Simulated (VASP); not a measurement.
Ru2C: relaxation of cell and atoms with PBE

The system is Ru2C.

```xyz
3
Lattice="0.0000 2.5406 2.5406 2.5406 0.0000 2.5406 2.5406 2.5406 0.0000" Properties=species:S:1:pos:R:3 pbc="T T T"
Ru    1.2703    1.2703    1.2703
Ru    3.8109    3.8109    3.8109
C     0.0000    0.0000    0.0000
```

* Program: VASP 6.6.1
* Task: relaxation of cell and atoms
* Functional: PBE
* Potentials or basis: VASP PAW PBE potentials, release 64 (Ru_pv, C)
* Cutoff: 600 eV
* k mesh: 6 × 6 × 6
* Occupations: gaussian, width 0.1 eV
* Spin: no spin polarisation
* Dipole correction: no
* Further INCAR settings: ALGO = Normal; EDIFF = 1e-07; IBRION = 2; EDIFFG = -0.04; NSW = 90; ISIF = 3

The relaxed volume is 11.70 Å³/atom and the relaxed cell is a = 3.675 Å, b = 3.675 Å, c = 3.675 Å, α = 60.00°, β = 60.00°, γ = 60.00°. The space group after relaxing (to 0.05 Å) is Fm-3m (No. 225) and the energy gained by relaxing is 53.0 meV/atom. The ionic steps are 4. The pressure after relaxing is -0.1 GPa and the band gap on the k mesh is zero (band 16 reaches 13.09 eV, above the bottom of band 17 at 9.93 eV).

The path:
```tsv
step	energy change (eV)	largest force (eV/Å)	pressure (GPa)	volume (Å³)
1	0.0000	0.0000	23.68	32.80
2	0.5418	0.0000	-32.19	41.08
3	-0.1586	0.0000	-1.15	35.23
4	-0.1591	0.0000	-0.12	35.11
```

Final structure:
```xyz
3
Lattice="0.0000 2.5989 2.5989 2.5989 0.0000 2.5989 2.5989 2.5989 0.0000" Properties=species:S:1:pos:R:3 pbc="T T T"
Ru    1.2995    1.2995    1.2995
Ru    3.8984    3.8984    3.8984
C     0.0000    0.0000    0.0000
```

Levels at points of the mesh, in eV from the Fermi level:
| k point | band 12 | band 13 | band 14 | band 15 | band 16 | band 17 | band 18 | band 19 |
| --- | --- | --- | --- | --- | --- | --- | --- | --- |
| (0.00, 0.00, 0.00) | -5.30 | 0.59 | 0.82 | 0.82 | 0.82 | 2.80 | 2.80 | 3.86 |
| (0.50, 0.00, 0.00) | -2.77 | -2.15 | -1.73 | -1.73 | -1.62 | -1.62 | -0.11 | 4.29 |
| (0.50, 0.50, 0.00) | -4.11 | -3.87 | -1.13 | -1.13 | 0.15 | 0.15 | 1.10 | 2.41 |

Wall time 59 s on 1 thread of Intel Xeon 6975P-C, on a shared host, peak memory 0.18 GiB.
